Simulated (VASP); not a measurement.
Here is a VASP 6.6.1 calculation.

The input INCAR:

```
PREC = Accurate
ENCUT = 520
EDIFF = 1E-6
ISMEAR = 0
SIGMA = 0.05
LREAL = False
LASPH = True
NELM = 80
ALGO = Normal
ISIF = 2
LWAVE = False
LCHARG = False
GGA = CA
NBANDS = 26
```

The input KPOINTS:

```
regular mesh
0
Gamma
  12 12 6
```

The input POSCAR:

```
ZnO
1.0
    3.2770068899      0.0000000000      0.0000000000
   -1.6385034449      2.8379712150      0.0000000000
    0.0000000000      0.0000000000      4.8745477487
Zn O
2 2
Direct
    0.3333333333      0.6666666667      0.0018514197
    0.6666666667      0.3333333333      0.5018514197
    0.3333333333      0.6666666667      0.3802485803
    0.6666666667      0.3333333333      0.8802485803
```

Potentials or basis: VASP PAW LDA potentials, release 64 (Zn, O).

The run is started by

```console
$ cat potpaw_LDA.64/Zn/POTCAR potpaw_LDA.64/O/POTCAR > POTCAR
$ mpirun -np 1 vasp_std > vasp.out
```

Problem. What does it give for the pressure?

Solution. 2.8 GPa.

Problem. What does it give for the band gap on the k mesh?

Solution. 0.83 eV, direct.

Problem. Estimate the largest force.

Solution. 1.178 eV/Å.

Forces on the atoms (eV/Å):
```
Zn   0.000  0.000 -1.178
Zn   0.000  0.000 -1.178
O    0.000  0.000  1.178
O    0.000  0.000  1.178
```

Caveat: forces of over 1 eV/Å act on the atoms, so gaps and moduli don't describe the material at rest.
